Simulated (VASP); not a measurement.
# KBr (R3m) in VASP: single point with PBE

Aim: the single point of KBr with PBE.

Program: VASP 6.6.1. These are calculated values, not measurements. Logs are shortened: lines on timing, memory, paths and dates and some standing lists are left out, and cuts for length are marked.

### Step 1. The cell of the first run

It takes space group R3m (No. 160, trigonal). The conventional cell has a = 5.733 Å, b = 5.733 Å, c = 7.442 Å, α = 90.00°, β = 90.00°, γ = 120.00°. K (site symmetry 3m) has 8 Br at 3.40 to 4.04 Å and 6 K at 4.14 Å within 4.5 Å. Within 4.5 Å of Br (site symmetry 3m) lie 8 K at 3.40 to 4.04 Å and 6 Br at 4.14 Å.

### Step 2. Single point, PBE (strained and its atoms moved)

INCAR

```
  PREC = Accurate
  ENCUT = 520
  EDIFF = 1E-6
  ISMEAR = 0
  SIGMA = 0.02
  LREAL = False
  LASPH = True
  NELM = 80
  ALGO = Normal
  ISIF = 2
  LWAVE = False
  LCHARG = True
  GGA = PE
  LELF = True
  LVHAR = True
  NBANDS = 15
```

KPOINTS

```
Automatic mesh
0
Gamma
  6 6 6
```

POSCAR

```
KBr
1.0
    4.1349225124      0.0808699800      0.0808699800
    0.0808699800      4.1349225124      0.0808699800
    0.0808699800      0.0808699800      4.1349225124
K Br
1 1
Direct
    0.0214177227      0.0214177227      0.0214177227
    0.4785822773      0.4785822773      0.4785822773
```

Potentials or basis: VASP PAW PBE potentials, release 64 (K_sv, Br).

Started as:

```
cat potpaw_PBE.64/K_sv/POTCAR potpaw_PBE.64/Br/POTCAR > POTCAR
mpirun -np 1 vasp_std > vasp.out
```

OUTCAR:

```text
PREC = Accurate
   ENCUT = 520
   EDIFF = 1E-6
   ISMEAR = 0
   LREAL = False
   LASPH = True
   NELM = 80
   ISIF = 2
   GGA = PE

 ion  position               nearest neighbor table
   1  0.021  0.021  0.021-
   2  0.479  0.479  0.479-

  LATTYP: Found a trigonal (rhomboedric) cell.
 ALAT       =     4.1365038488
 COS(alpha) =     0.0394679103

  Lattice vectors:

 A1 = (   4.1349225124,   0.0808699800,   0.0808699800)
 A2 = (   0.0808699800,   4.1349225124,   0.0808699800)
 A3 = (   0.0808699800,   0.0808699800,   4.1349225124)

Analysis of symmetry for initial positions (statically):
=====================================================================
 Subroutine PRICEL returns:
 Original cell was already a primitive cell.

 Routine SETGRP: Setting up the symmetry group for a
 trigonal (rhombohedral) supercell.

 Subroutine GETGRP returns: Found  6 space group operations
 (whereof  6 operations were pure point group operations)
 out of a pool of 12 trial point group operations.

The static configuration has the point symmetry C_3v.

Analysis of symmetry for dynamics (positions and initial velocities):
=====================================================================
 Subroutine PRICEL returns:
 Original cell was already a primitive cell.

 Routine SETGRP: Setting up the symmetry group for a
 trigonal (rhombohedral) supercell.

 Subroutine GETGRP returns: Found  6 space group operations
 (whereof  6 operations were pure point group operations)
 out of a pool of 12 trial point group operations.

The dynamic configuration has the point symmetry C_3v.

 Subroutine INISYM returns: Found  6 space group operations
 (whereof  6 operations are pure point group operations),
 and found     1 'primitive' translations

----------------------------------------------------------------------------------------

                                     Primitive cell

  volume of cell :      70.6171

  direct lattice vectors                    reciprocal lattice vectors
     4.134922512  0.080869980  0.080869980     0.242024101 -0.004642658 -0.004642658
     0.080869980  4.134922512  0.080869980    -0.004642658  0.242024101 -0.004642658
     0.080869980  0.080869980  4.134922512    -0.004642658 -0.004642658  0.242024101

  length of vectors
     4.136503849  4.136503849  4.136503849     0.242113143  0.242113143  0.242113143

  position of ions in fractional coordinates (direct lattice)
     0.021417723  0.021417723  0.021417723
     0.478582277  0.478582277  0.478582277

  ion indices of the primitive-cell ions
   primitive index   ion index
                 1           1
                 2           2

----------------------------------------------------------------------------------------

 KPOINTS: Automatic mesh

Automatic generation of k-mesh.
 Grid dimensions read from file:
 generate k-points for:    6    6    6

 Generating k-lattice:

  Cartesian coordinates                     Fractional coordinates (reciprocal lattice)
     0.040337350 -0.000773776 -0.000773776     0.166666667 -0.000000000 -0.000000000
    -0.000773776  0.040337350 -0.000773776    -0.000000000  0.166666667 -0.000000000
    -0.000773776 -0.000773776  0.040337350    -0.000000000 -0.000000000  0.166666667

  Length of vectors
     0.040352190  0.040352190  0.040352190

  Shift w.r.t. Gamma in fractional coordinates (k-lattice)
     0.000000000  0.000000000  0.000000000

 Subroutine IBZKPT returns following result:
 ===========================================

 Found     32 irreducible k-points:

 Following reciprocal coordinates:
            Coordinates               Weight
  0.000000  0.000000  0.000000      1.000000
  0.166667 -0.000000  0.000000      6.000000
  0.333333 -0.000000  0.000000      6.000000
  0.500000  0.000000  0.000000      3.000000
  0.166667  0.166667  0.000000      6.000000
  0.333333  0.166667 -0.000000     12.000000
[... 16 lines left out ...]
  0.500000  0.500000  0.166667      6.000000
 -0.333333  0.500000  0.166667     12.000000
 [... further k-points ...]
   k-points           NKPTS =     32   k-points in BZ     NKDIM =     32   number of bands    NBANDS=     15
   number of dos      NEDOS =    301   number of ions     NIONS =      2
   total plane-waves  NPLWV =  32768
   dimension x,y,z NGX =    32 NGY =   32 NGZ =   32
   dimension x,y,z NGXF=    64 NGYF=   64 NGZF=   64
   ions per type =               1   1
   NGX,Y,Z   is equivalent  to a cutoff of  12.86, 12.86, 12.86 a.u.
   NGXF,Y,Z  is equivalent  to a cutoff of  25.72, 25.72, 25.72 a.u.
 SYSTEM =  unknown system
   PREC   = accura    normal or accurate (medium, high low for compatibility)
   ISTART =      0    job   : 0-new  1-cont  2-samecut
   ICHARG =      2    charge: 1-file 2-atom 10-const
   ISPIN  =      1    spin polarized calculation?
   LNONCOLLINEAR =      F non collinear calculations
   LSORBIT =      F    spin-orbit coupling
   LASPH  =      T    aspherical Exc in radial PAW
   ENCUT  =  520.0 eV  38.22 Ry    6.18 a.u.   7.69  7.69  7.69*2*pi/ulx,y,z
   NELM   =     80;   NELMIN=  2; NELMDL= -5     # of ELM steps
   EDIFF  = 0.1E-05   stopping-criterion for ELM
   LREAL  =      F    real-space projection
   EDIFFG = 0.1E-04   stopping-criterion for IOM
   NSW    =      0    number of steps for IOM
   IBRION =     -1    ionic relax: 0-MD 1-quasi-New 2-CG
   NFREE  =      0    steps in history (QN), initial steepest desc. (CG)
   ISIF   =      2    stress and relaxation
   ISYM   =      2    0-nonsym 1-usesym 2-fastsym
   POTIM  = 0.5000    time-step for ionic-motion
   TEBEG  =    0.0;   TEEND  =   0.0 temperature during run
   PSTRESS=    0.0 pullay stress
   NELECT =      16.0000    total number of electrons
   NUPDOWN=      -1.0000    fix difference up-down
   EMIN   =  10.00;   EMAX   =-10.00  energy-range for DOS
   EFERMI =   0.00;   METHOD = LEGACY
   ISMEAR =     0;   SIGMA  =   0.02  broadening in eV -4-tet -1-fermi 0-gaus
   EFERMI_NEDOS =   21; number of points for ismear=-14 and -15
   IALGO  =     38    algorithm
   IMIX   =      4    mixing-type and parameters
     AMIX     =   0.40;   BMIX     =  1.00
     AMIX_MAG =   1.60;   BMIX_MAG =  1.00
  volume/ion in A,a.u.               =      35.31       238.27
  Fermi-wavevector in a.u.,A,eV,Ry     =   0.998033  1.886009 13.552349  0.996070
  Thomas-Fermi vector in A             =   2.130229
   LORBIT       =      0    0 simple, 1 ext, 2 COOP (PROOUT), +10 PAW based schemes
   GGA     = PE    functional components
   LHFCALC =     F    Hartree Fock is set to
   AEXX    =    0.0000 exact exchange contribution
   IVDW    =     0    specifies the selected vdW correction
   LEPSILON=     F    determine dielectric tensor
   LRPA    =     F    only Hartree local field effects (RPA)
 non-spin polarized calculation
 Gauss-broadening in eV      SIGMA  =   0.02
  energy-cutoff  :      520.00
  volume of cell :       70.62
 maximum number of plane-waves:      1929
   NGX = 15   NGY = 15   NGZ = 15

 number of electron      15.9999997 magnetization

 Free energy of the ion-electron system (eV)
  ---------------------------------------------------
  ext. energy  EPLUGINS =         0.00000000
  ---------------------------------------------------
  free energy    TOTEN  =        -6.05568970 eV

  energy without entropy =       -6.05568970  energy(sigma->0) =       -6.05568970

 E-fermi :  -1.0261     XC(G=0):  -7.5372

 val. band max:       -1.1136091662   @ k =   0.5000   0.5000   0.0000
 cond. band min:       2.6194729261   @ k =   0.0000   0.0000   0.0000
 fundamental gap:      3.7330820923
 Fermi energy:        -1.0260982404

 k-point     1 :       0.0000    0.0000    0.0000
  band No.  band energies     occupation
      1     -29.8016      2.00000
      2     -13.7572      2.00000
      3     -13.2324      2.00000
      4     -13.2324      2.00000
      5     -13.2175      2.00000
      6      -1.3668      2.00000
      7      -1.3668      2.00000
      8      -1.2712      2.00000
      9       2.6195      0.00000
     10       4.9293      0.00000
     11       4.9293      0.00000
     12       8.3920      0.00000
     13       8.3920      0.00000
     14       8.6036      0.00000
     15      10.7321      0.00000

 k-point     2 :       0.1667   -0.0000    0.0000
  band No.  band energies     occupation
      1     -29.7998      2.00000
      2     -13.8071      2.00000
      3     -13.2373      2.00000
      4     -13.2286      2.00000
      5     -13.1552      2.00000
      6      -1.8116      2.00000
      7      -1.3582      2.00000
      8      -1.2857      2.00000
      9       3.2002      0.00000
     10       5.1023      0.00000
     11       5.3902      0.00000
     12       8.3322      0.00000
     13       8.3711      0.00000
     14       8.5994      0.00000
     15       9.8991      0.00000

 k-point     3 :       0.3333   -0.0000    0.0000
  band No.  band energies     occupation
      1     -29.7961      2.00000
      2     -13.8937      2.00000
      3     -13.2296      2.00000
      4     -13.2211      2.00000
      5     -13.0590      2.00000
      6      -2.5278      2.00000
      7      -1.3415      2.00000
      8      -1.2617      2.00000
      9       4.3421      0.00000
     10       5.5765      0.00000
     11       6.1732      0.00000
     12       8.0557      0.00000
     13       8.2923      0.00000
     14       8.7486      0.00000
     15       8.9191      0.00000
[... 343 lines left out ...]
 k-point    23 :       0.5000    0.5000    0.1667
  band No.  band energies     occupation
      1     -29.7855      2.00000
      2     -13.5804      2.00000
      3     -13.3338      2.00000
      4     -13.2883      2.00000
      5     -13.2303      2.00000
      6      -2.3621      2.00000
      7      -2.3095      2.00000
      8      -1.4734      2.00000
      9       4.5209      0.00000
     10       6.0279      0.00000
     11       6.7767      0.00000
     12       6.8381      0.00000
     13       8.4623      0.00000
     14       8.8084      0.00000
     15       9.6421      0.00000

 k-point    24 :      -0.3333    0.5000    0.1667
  band No.  band energies     occupation
      1     -29.7872      2.00000
      2     -13.6697      2.00000
      3     -13.3174      2.00000
      4     -13.2545      2.00000
      5     -13.1864      2.00000
      6      -2.4226      2.00000
      7      -2.1046      2.00000
      8      -1.5044      2.00000
      9       4.8528      0.00000
     10       6.0964      0.00000
     11       6.5973      0.00000
     12       7.0804      0.00000
     13       7.9226      0.00000
     14       8.2860      0.00000
     15       9.6271      0.00000

 [... further k-points ...]
[... 5 lines left out ...]
  --------------------------------------------------------------------------------------
  -------------------------------------------------------------------------------------
  Total       -0.2657100     -0.2657100     -0.2657100      0.0503964      0.0503964      0.0503964
  in kB       -6.0284899     -6.0284899     -6.0284899      1.1434053      1.1434053      1.1434053
  external PRESSURE =      -6.0284899 kB  Pullay stress =       0.0000000 kB

 VOLUME and BASIS-vectors are now :
 -----------------------------------------------------------------------------
  energy-cutoff  :      520.00
  volume of cell :       70.62
      direct lattice vectors                 reciprocal lattice vectors
     4.134922512  0.080869980  0.080869980     0.242024101 -0.004642658 -0.004642658
     0.080869980  4.134922512  0.080869980    -0.004642658  0.242024101 -0.004642658
     0.080869980  0.080869980  4.134922512    -0.004642658 -0.004642658  0.242024101

 POSITION                                       TOTAL-FORCE (eV/Angst)
 -----------------------------------------------------------------------------------
      0.09202      0.09202      0.09202        -0.040543     -0.040543     -0.040543
      2.05631      2.05631      2.05631         0.040543      0.040543      0.040543
 -----------------------------------------------------------------------------------
    total drift:                                0.000244      0.000244      0.000244

  FREE ENERGIE OF THE ION-ELECTRON SYSTEM (eV)
  ---------------------------------------------------
  free  energy   TOTEN  =        -6.0556896972 eV

  energy  without entropy=       -6.0556896972  energy(sigma->0) =       -6.05568970
```

It took 17 s on 1 thread of Intel Xeon Platinum 8259CL at 2.50GHz (Skylake/Cascade Lake), shared host; peak memory 0.19 GiB.

What came out:

```
Free energy            : -6.0557 eV
Pressure               : -0.6 GPa
Largest force          : 0.070 eV/Å
Band gap on the k mesh : 3.73 eV, indirect (least direct gap 3.89 eV)
```

Forces on the atoms (eV/Å):
```
K   -0.041 -0.041 -0.041
Br   0.041  0.041  0.041
```

Stress tensor (GPa, compression positive):
```
-0.60  0.11  0.11
 0.11 -0.60  0.11
 0.11  0.11 -0.60
```

Caveat: the cell differs from its parent crystal (strained and its atoms moved).
